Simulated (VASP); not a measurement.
Wanted: the native input for a VASP 6.6.1 run.

* Task: single point
* Functional: PBE
* Potentials or basis: VASP PAW PBE potentials, release 64 (Al, Ni)
* Cutoff: 520 eV
* k mesh: 14 × 14 × 14
* Occupations: methfessel-paxton, width 0.05 eV
* Spin: no spin polarisation
* Dipole correction: no
* Further INCAR settings: ALGO = Fast; EDIFF = 1e-07; NBANDS = 24

The structure of AlNi3 lies in POSCAR:

```
AlNi3
1.0
    0.0000000000      2.8018887551      2.8018887551
    2.8018887551      0.0000000000      2.8018887551
    2.8018887551      2.8018887551      0.0000000000
Al Ni
1 3
Direct
    0.5000000000      0.5000000000      0.5000000000
    0.2500000000      0.2500000000      0.2500000000
    0.0000000000      0.0000000000      0.0000000000
    0.7500000000      0.7500000000      0.7500000000
```

These files were run (other wordings do the same):

INCAR

```
SYSTEM = AlNi3
ALGO     = Fast           ! electronic algorithm
EDIFF    = 1E-7           ! SCF threshold, eV
ENCUT    = 520            ! plane-wave cutoff, eV
GGA      = PE             ! functional
ISIF     = 2              ! what is computed and relaxed
ISMEAR   = 1              ! smearing method
LASPH    = .True.         ! aspherical terms in the spheres
LCHARG   = .False.        ! write CHGCAR
LREAL    = .False.        ! projectors in reciprocal space
LWAVE    = .False.        ! write WAVECAR
NBANDS   = 24             ! bands
NELM     = 60             ! most SCF steps
PREC     = Accurate       ! precision mode
SIGMA    = 0.05           ! smearing width, eV
```

KPOINTS

```
k-points
0
Gamma
  14 14 14
  0 0 0
```

Potentials or basis: VASP PAW PBE potentials, release 64 (Al, Ni).

Command:

```bash
$ cat potpaw_PBE.64/Al/POTCAR potpaw_PBE.64/Ni/POTCAR > POTCAR
$ mpirun -np 1 vasp_std > vasp.out
```

It gave:

The pressure is 7.1 GPa and the band gap on the k mesh is zero (an odd number of electrons rules out a gap without spin polarisation).

Caveat: the cell stands under pressure.

Wall time 85 s on 1 thread of AMD EPYC 9R45 96-Core Processor (Zen 5) (shared host), peak memory 0.2 GiB.
